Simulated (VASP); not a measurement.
# Ti (Im-3m) in VASP: single point with PBEsol

Aim: the single point of Ti with PBEsol.

Program: VASP 6.6.1. These are calculated values, not measurements. Logs are shortened: lines on timing, memory, paths and dates and some standing lists are left out, and cuts for length are marked.

### Step 1. The cell of the first run

The structure is cubic, space group Im-3m (No. 229). The conventional cell has a = 3.210 Å, b = 3.210 Å, c = 3.210 Å, α = 90.00°, β = 90.00°, γ = 90.00°. Within 3.7 Å of Ti (site symmetry m-3m) lie 14 Ti at 2.78 to 3.21 Å.

This isn't the form of Ti at room conditions, which is hcp.

### Step 2. Single point, PBEsol

INCAR reads:

```
SYSTEM = Ti
ALGO = All
EDIFF = 1E-6
ENCUT = 550
GGA = PS
GGA_COMPAT = .FALSE.
ISEARCH = 1
ISIF = 2
ISMEAR = 0
KPAR = 4
LASPH = .TRUE.
LCHARG = .FALSE.
LREAL = .FALSE.
LWAVE = .FALSE.
NBANDS = 58
NELM = 300
PREC = Accurate
SIGMA = 0.15
```

KPOINTS reads:

```
k-points
0
G
  8 8 8
  0 0 0
```

POSCAR reads:

```
Ti
1.0
    3.2102321254      3.2102321254     -3.2102321254
   -3.2102321254     -3.2102321254     -3.2102321254
   -3.2102321254      3.2102321254      3.2102321254
Ti
8
Direct
    0.0000000000      0.5000000000      0.0000000000
    0.5000000000      0.5000000000      0.0000000000
    0.0000000000      0.5000000000      0.5000000000
    0.5000000000      0.5000000000      0.5000000000
    0.0000000000      0.0000000000      0.0000000000
    0.5000000000      0.0000000000      0.0000000000
    0.0000000000      0.0000000000      0.5000000000
    0.5000000000      0.0000000000      0.5000000000
```

Potentials or basis: VASP PAW PBE potentials, release 64 (Ti_sv).

Started as:

```bash
$ cat potpaw_PBE.64/Ti_sv/POTCAR > POTCAR
$ mpirun -np 4 vasp_std > vasp.out
```

OUTCAR:

```text
SYSTEM = Ti
   EDIFF = 1E-6
   ENCUT = 550
   GGA = PS
   ISIF = 2
   ISMEAR = 0
   LASPH = .TRUE.
   LREAL = .FALSE.
   NELM = 300
   PREC = Accurate

 ion  position               nearest neighbor table
   1  0.000  0.500  0.000-   2 2.78   3 2.78   5 2.78   8 2.78   3 2.78   5 2.78   2 2.78   8 2.78

   2  0.500  0.500  0.000-   1 2.78   4 2.78   6 2.78   7 2.78   4 2.78   6 2.78   1 2.78   7 2.78

   3  0.000  0.500  0.500-   1 2.78   4 2.78   6 2.78   7 2.78   1 2.78   7 2.78   4 2.78   6 2.78
[... 16 lines left out ...]
 A1 = (   3.2102321254,   3.2102321254,  -3.2102321254)
 A2 = (  -3.2102321254,  -3.2102321254,  -3.2102321254)
 A3 = (  -3.2102321254,   3.2102321254,   3.2102321254)

Analysis of symmetry for initial positions (statically):
=====================================================================
 Subroutine PRICEL returns following result:

  LATTYP: Found a body centered cubic cell.
 ALAT       =     3.2102321254

  Lattice vectors:

 A1 = (   1.6051160627,   1.6051160627,  -1.6051160627)
 A2 = (  -1.6051160627,  -1.6051160627,  -1.6051160627)
 A3 = (  -1.6051160627,   1.6051160627,   1.6051160627)

   8 primitive cells build up your supercell.

 Routine SETGRP: Setting up the symmetry group for a
 body centered cubic supercell.

 Subroutine GETGRP returns: Found 48 space group operations
 (whereof 48 operations were pure point group operations)
 out of a pool of 48 trial point group operations.

The static configuration has the point symmetry O_h .

Analysis of symmetry for dynamics (positions and initial velocities):
=====================================================================
 Subroutine PRICEL returns following result:

  LATTYP: Found a body centered cubic cell.
 ALAT       =     3.2102321254

  Lattice vectors:

 A1 = (   1.6051160627,   1.6051160627,  -1.6051160627)
 A2 = (  -1.6051160627,  -1.6051160627,  -1.6051160627)
 A3 = (  -1.6051160627,   1.6051160627,   1.6051160627)

   8 primitive cells build up your supercell.

 Routine SETGRP: Setting up the symmetry group for a
 body centered cubic supercell.

 Subroutine GETGRP returns: Found 48 space group operations
 (whereof 48 operations were pure point group operations)
 out of a pool of 48 trial point group operations.

The dynamic configuration has the point symmetry O_h .

[... 91 lines left out ...]
   LNONCOLLINEAR =      F non collinear calculations
   LSORBIT =      F    spin-orbit coupling
   LASPH  =      T    aspherical Exc in radial PAW
   ENCUT  =  550.0 eV  40.42 Ry    6.36 a.u.  10.63 10.63 10.63*2*pi/ulx,y,z
   NELM   =    300;   NELMIN=  2; NELMDL= -5     # of ELM steps
   EDIFF  = 0.1E-05   stopping-criterion for ELM
   LREAL  =      F    real-space projection
[... 7 lines left out ...]
   TEBEG  =    0.0;   TEEND  =   0.0 temperature during run
   PSTRESS=    0.0 pullay stress
   NELECT =      96.0000    total number of electrons
   NUPDOWN=      -1.0000    fix difference up-down
   EMIN   =  10.00;   EMAX   =-10.00  energy-range for DOS
   EFERMI =   0.00;   METHOD = LEGACY
   ISMEAR =     0;   SIGMA  =   0.15  broadening in eV -4-tet -1-fermi 0-gaus
   EFERMI_NEDOS =   21; number of points for ismear=-14 and -15
   IALGO  =     58    algorithm
   IMIX   =      4    mixing-type and parameters
     AMIX     =   0.40;   BMIX     =  1.00
     AMIX_MAG =   1.60;   BMIX_MAG =  1.00
  volume/ion in A,a.u.               =      16.54       111.63
  Fermi-wavevector in a.u.,A,eV,Ry     =   1.470987  2.779762 29.440320  2.163802
  Thomas-Fermi vector in A             =   2.586177
   LORBIT       =      0    0 simple, 1 ext, 2 COOP (PROOUT), +10 PAW based schemes
   GGA     = PS    functional components
   LHFCALC =     F    Hartree Fock is set to
   AEXX    =    0.0000 exact exchange contribution
   IVDW    =     0    specifies the selected vdW correction
   LEPSILON=     F    determine dielectric tensor
   LRPA    =     F    only Hartree local field effects (RPA)
 non-spin polarized calculation
 Gauss-broadening in eV      SIGMA  =   0.15
  energy-cutoff  :      550.00
  volume of cell :      132.33
 maximum number of plane-waves:      3925
 NGX is ok and might be reduce to    48
   NGX = 21   NGY = 21   NGZ = 21

 number of electron      96.0000004 magnetization

 Free energy of the ion-electron system (eV)
  ---------------------------------------------------
  ext. energy  EPLUGINS =         0.00000000
  ---------------------------------------------------
  free energy    TOTEN  =       -65.98292469 eV

  energy without entropy =      -65.79901178  energy(sigma->0) =      -65.89096823

 E-fermi :   8.4719     XC(G=0): -11.8661

 val. band max:        8.4706559477   @ k =  -0.2500   0.2500   0.2500
 cond. band min:       8.4730207891   @ k =   0.2500   0.0000   0.0000
 fundamental gap:      0.0023648414
 Fermi energy:         8.4719467938

 k-point     1 :       0.0000    0.0000    0.0000
  band No.  band energies     occupation
      1     -47.7300      2.00000
      2     -47.5667      2.00000
      3     -47.5667      2.00000
      4     -47.5667      2.00000
      5     -47.5667      2.00000
      6     -47.5667      2.00000
[... 1453 lines left out ...]
     57      10.4418      0.00000
     58      10.5532      0.00000

 [... further k-points ...]

------------------------ aborting loop because EDIFF is reached ----------------------------------------

  FORCE on cell =-STRESS in cart. coord.  units (eV):
  Direction    XX          YY          ZZ          XY          YZ          ZX
  --------------------------------------------------------------------------------------
  -------------------------------------------------------------------------------------
  Total       -0.2355640     -0.2355640     -0.2355640     -0.0000000     -0.0000000     -0.0000000
  in kB       -2.8520048     -2.8520048     -2.8520048     -0.0000000     -0.0000000     -0.0000000
  external PRESSURE =      -2.8520048 kB  Pullay stress =       0.0000000 kB

 VOLUME and BASIS-vectors are now :
 -----------------------------------------------------------------------------
  energy-cutoff  :      550.00
  volume of cell :      132.33
      direct lattice vectors                 reciprocal lattice vectors
     3.210232125  3.210232125 -3.210232125     0.000000000  0.155751977 -0.155751977
    -3.210232125 -3.210232125 -3.210232125    -0.155751977  0.000000000 -0.155751977
    -3.210232125  3.210232125  3.210232125    -0.155751977  0.155751977  0.000000000

 POSITION                                       TOTAL-FORCE (eV/Angst)
 -----------------------------------------------------------------------------------
     -1.60512     -1.60512     -1.60512         0.000000     -0.000000     -0.000000
      0.00000      0.00000     -3.21023        -0.000000      0.000000     -0.000000
     -3.21023      0.00000      0.00000        -0.000000     -0.000000     -0.000000
     -1.60512      1.60512     -1.60512        -0.000000     -0.000000     -0.000000
      0.00000      0.00000      0.00000         0.000000      0.000000      0.000000
      1.60512      1.60512     -1.60512        -0.000000     -0.000000      0.000000
     -1.60512      1.60512      1.60512         0.000000     -0.000000     -0.000000
      0.00000      3.21023      0.00000        -0.000000     -0.000000      0.000000
 -----------------------------------------------------------------------------------
    total drift:                               -0.000000      0.000000      0.000000

  FREE ENERGIE OF THE ION-ELECTRON SYSTEM (eV)
  ---------------------------------------------------
  free  energy   TOTEN  =       -65.9829246928 eV

  energy  without entropy=      -65.7990275990  energy(sigma->0) =      -65.89097615
```

stdout:

```text
POSCAR found type information on POSCAR Ti
 POSCAR found :  1 types and       8 ions
 scaLAPACK will be used
 -----------------------------------------------------------------------------
|                                                                             |
[... 53 lines left out ...]
 gam= 0.558 g(H,U,f)=  0.231E-05 0.650E-07 0.957E-08 ort(H,U,f) = 0.333E-06 0.144E-07-0.293E-09
 gam= 0.558 trial= 0.721  step=  1.0152 mean=  0.7211
 gam= 0.998 g(H,U,f)=  0.236E-05 0.202E-07 0.357E-08 ort(H,U,f) =-0.417E-06 0.414E-07 0.761E-08
 gam= 0.998 trial= 0.751  step=  0.8203 mean=  0.7505
 gam= 0.807 g(H,U,f)=  0.189E-05 0.182E-07 0.172E-07 ort(H,U,f) = 0.240E-07-0.424E-07-0.227E-07
 gam= 0.807 trial= 0.757  step=  0.9001 mean=  0.7575
 final diagonalization occupied
```

Wall time 3 min (4 MPI ranks of Intel Xeon Platinum 8259CL at 2.50GHz (Skylake/Cascade Lake), shared host); peak memory 0.6 GiB.

Results:

```
Free energy            : -65.9829 eV
Pressure               : -0.3 GPa
Band gap on the k mesh : zero (bands 48 and 49 overlap by 1.18 eV)
```

Caveat: the PAW data sets were made with another functional, which shifts forces and pressure a little.
